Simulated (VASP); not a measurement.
# NaH (Fm-3m) in VASP: vibrations by perturbation theory with PBE

Aim: the vibrations by perturbation theory of NaH with PBE.

Program: VASP 6.6.1. These are calculated values, not measurements. Logs are shortened: lines on timing, memory, paths and dates and some standing lists are left out, and cuts for length are marked.

**1. The cell of the first run**

It takes space group Fm-3m (No. 225, cubic). The conventional cell has a = 4.880 Å, b = 4.880 Å, c = 4.880 Å, α = 90.00°, β = 90.00°, γ = 90.00°. Na (site symmetry m-3m) has 6 H at 2.44 Å within 3.2 Å. Within 3.2 Å of H (site symmetry m-3m) lie 6 Na at 2.44 Å.

**2. Vibrations by perturbation theory, PBE**

INCAR reads:

```
ALGO = Normal
EDIFF = 1E-8
ENCUT = 520
GGA = PE
IBRION = 8
ISIF = 2
ISMEAR = 0
LASPH = T
LCHARG = F
LEPSILON = T
LREAL = F
LWAVE = F
NELM = 100
NSW = 1
PREC = Accurate
SIGMA = 0.01
```

KPOINTS reads:

```
k-points
0
Gamma
  6 6 6
```

POSCAR reads:

```
NaH
1.0
    0.0000000000      2.4400000000      2.4400000000
    2.4400000000      0.0000000000      2.4400000000
    2.4400000000      2.4400000000      0.0000000000
Na H
1 1
Direct
    0.0000000000      0.0000000000      0.0000000000
    0.5000000000      0.5000000000      0.5000000000
```

Potentials or basis: VASP PAW PBE potentials, release 64 (Na_pv, H).

Started as:

```
$ cat potpaw_PBE.64/Na_pv/POTCAR potpaw_PBE.64/H/POTCAR > POTCAR
$ mpirun -np 1 vasp_std > vasp.out
```

OUTCAR:

```text
EDIFF = 1E-8
   ENCUT = 520
   GGA = PE
   IBRION = 8
   ISIF = 2
   ISMEAR = 0
   LASPH = T
   LEPSILON = T
   LREAL = F
   NELM = 100
   NSW = 1
   PREC = Accurate

 ion  position               nearest neighbor table
   1  0.000  0.000  0.000-
   2  0.500  0.500  0.500-

  LATTYP: Found a face centered cubic cell.
 ALAT       =     4.8800000000

  Lattice vectors:

 A1 = (   0.0000000000,   2.4400000000,   2.4400000000)
 A2 = (   2.4400000000,   0.0000000000,   2.4400000000)
 A3 = (   2.4400000000,   2.4400000000,   0.0000000000)

Analysis of symmetry for initial positions (statically):
=====================================================================
 Subroutine PRICEL returns:
 Original cell was already a primitive cell.

 Routine SETGRP: Setting up the symmetry group for a
 face centered cubic supercell.

 Subroutine GETGRP returns: Found 48 space group operations
 (whereof 48 operations were pure point group operations)
 out of a pool of 48 trial point group operations.

The static configuration has the point symmetry O_h .

Analysis of symmetry for dynamics (positions and initial velocities):
=====================================================================
 Subroutine PRICEL returns:
 Original cell was already a primitive cell.

 Routine SETGRP: Setting up the symmetry group for a
 face centered cubic supercell.

 Subroutine GETGRP returns: Found 48 space group operations
 (whereof 48 operations were pure point group operations)
 out of a pool of 48 trial point group operations.

The dynamic configuration has the point symmetry O_h .

 Subroutine INISYM returns: Found 48 space group operations
 (whereof 48 operations are pure point group operations),
 and found     1 'primitive' translations

----------------------------------------------------------------------------------------

                                     Primitive cell
[... 394 lines left out ...]
    -0.00000 -0.00377 -0.00000
    -0.00000 -0.00000 -0.00377

 MACROSCOPIC STATIC DIELECTRIC TENSOR (including local field effects in DFT)
 ------------------------------------------------------
           3.110368     0.000000    -0.000000
          -0.000000     3.110368    -0.000000
           0.000000    -0.000000     3.110368
 ------------------------------------------------------

 PIEZOELECTRIC TENSOR (including local field effects)  for field in x, y, z        (e  Angst)
          XX          YY          ZZ          XY          YZ          ZX
  --------------------------------------------------------------------------------
  x     0.00000     0.00000     0.00000     0.00000     0.00000     0.00000
  y     0.00000     0.00000     0.00000     0.00000     0.00000     0.00000
  z     0.00000     0.00000     0.00000     0.00000     0.00000     0.00000

 PIEZOELECTRIC TENSOR (including local field effects)  for field in x, y, z        (C/m^2)
          XX          YY          ZZ          XY          YZ          ZX
  --------------------------------------------------------------------------------
  x     0.00000     0.00000     0.00000     0.00000     0.00000     0.00000
  y     0.00000     0.00000     0.00000     0.00000     0.00000     0.00000
  z     0.00000     0.00000     0.00000     0.00000     0.00000     0.00000

 BORN EFFECTIVE CHARGES (including local field effects) (in |e|, cummulative output)
 ---------------------------------------------------------------------------------
 ion    1
    1     0.97901    -0.00000     0.00000
    2     0.00000     0.97901    -0.00000
    3     0.00000    -0.00000     0.97901
 ion    2
    1    -0.97901     0.00000     0.00000
    2    -0.00000    -0.97901     0.00000
    3    -0.00000     0.00000    -0.97901

 INTERNAL STRAIN TENSOR FOR ION    2 for displacements in x,y,z  (eV/Angst):
          X           Y           Z          XY          YZ          ZX
  --------------------------------------------------------------------------------
  x     0.00000     0.00000     0.00000     0.00000     0.00000     0.00000
  y     0.00000     0.00000     0.00000     0.00000     0.00000     0.00000
  z     0.00000     0.00000     0.00000     0.00000     0.00000     0.00000

 SECOND DERIVATIVES (NOT SYMMETRIZED)
 ------------------------------------
               1X          1Y          1Z          2X          2Y          2Z
  1X    -0.807756    0.000000    0.000000    0.807756    0.000000    0.000000
  1Y     0.000000   -0.807756    0.000000    0.000000    0.807756    0.000000
  1Z     0.000000    0.000000   -0.807756    0.000000    0.000000    0.807756
  2X     0.771342    0.000000    0.000000   -0.771342    0.000000    0.000000
  2Y     0.000000    0.771342    0.000000    0.000000   -0.771342    0.000000
  2Z     0.000000    0.000000    0.771342    0.000000    0.000000   -0.771342

 Eigenvectors and eigenvalues of the dynamical matrix
 ----------------------------------------------------

   1 f  =   14.039494 THz    88.212744 2PiTHz  468.307120 cm-1    58.062657 meV
             X         Y         Z           dx          dy          dz
      0.000000  0.000000  0.000000     0.000000    0.208774    0.000000
      2.440000  2.440000  2.440000     0.000000   -0.977964    0.000000
[... 21 lines left out ...]
   6 f/i=    0.066104 THz     0.415343 2PiTHz    2.204990 cm-1     0.273384 meV
             X         Y         Z           dx          dy          dz
      0.000000  0.000000  0.000000     0.000000   -0.977964    0.000000
      2.440000  2.440000  2.440000     0.000000   -0.208774    0.000000

--------------------------------------------------------------------------------------------------------

 MACROSCOPIC STATIC DIELECTRIC TENSOR IONIC CONTRIBUTION
 ------------------------------------------------------
           7.558663     0.000000     0.000000
           0.000000     7.558663    -0.000000
           0.000000    -0.000000     7.558663
 ------------------------------------------------------

 ELASTIC MODULI CONTR FROM IONIC RELAXATION (kBar)
 Direction    XX          YY          ZZ          XY          YZ          ZX
 --------------------------------------------------------------------------------
 XX           0.0000      0.0000      0.0000      0.0000      0.0000      0.0000
 YY           0.0000      0.0000      0.0000      0.0000      0.0000      0.0000
 ZZ           0.0000      0.0000      0.0000      0.0000      0.0000      0.0000
 XY           0.0000      0.0000      0.0000      0.0000      0.0000      0.0000
 YZ           0.0000      0.0000      0.0000      0.0000      0.0000      0.0000
 ZX           0.0000      0.0000      0.0000      0.0000      0.0000      0.0000
 --------------------------------------------------------------------------------

 PIEZOELECTRIC TENSOR IONIC CONTR  for field in x, y, z        (C/m^2)
          XX          YY          ZZ          XY          YZ          ZX
  --------------------------------------------------------------------------------
  x     0.00000     0.00000     0.00000     0.00000     0.00000     0.00000
  y     0.00000     0.00000     0.00000     0.00000     0.00000     0.00000
  z     0.00000     0.00000     0.00000     0.00000     0.00000     0.00000
```

Run time: 64 s. Hardware: 1 thread of Intel Xeon Platinum 8488C (Sapphire Rapids), shared host; peak memory 0.17 GiB.

Results:

| Quantity | Value |
| --- | --- |
| Electronic dielectric tensor (diagonal) | 3.11 |
| Born charges (mean of the diagonal) | Na +0.98; H -0.98 e |
| Highest phonon frequency at Γ, LO-TO splitting left out | 468 cm⁻¹ |

Phonon frequencies in cm⁻¹ (negative: imaginary):
```tsv
q point	frequencies
(0.000, 0.000, 0.000)	-2 -2 -2 468 468 468
```

Electronic dielectric tensor:
```
3.11 0.00 0.00
0.00 3.11 0.00
0.00 0.00 3.11
```

Born effective charge tensors (e):
atom 1, Na
```
0.98 0.00 0.00
0.00 0.98 0.00
0.00 0.00 0.98
```
atom 2, H
```
-0.98  0.00  0.00
 0.00 -0.98  0.00
 0.00  0.00 -0.98
```

Caveat: the k points lie up to 0.37 Å⁻¹ apart.
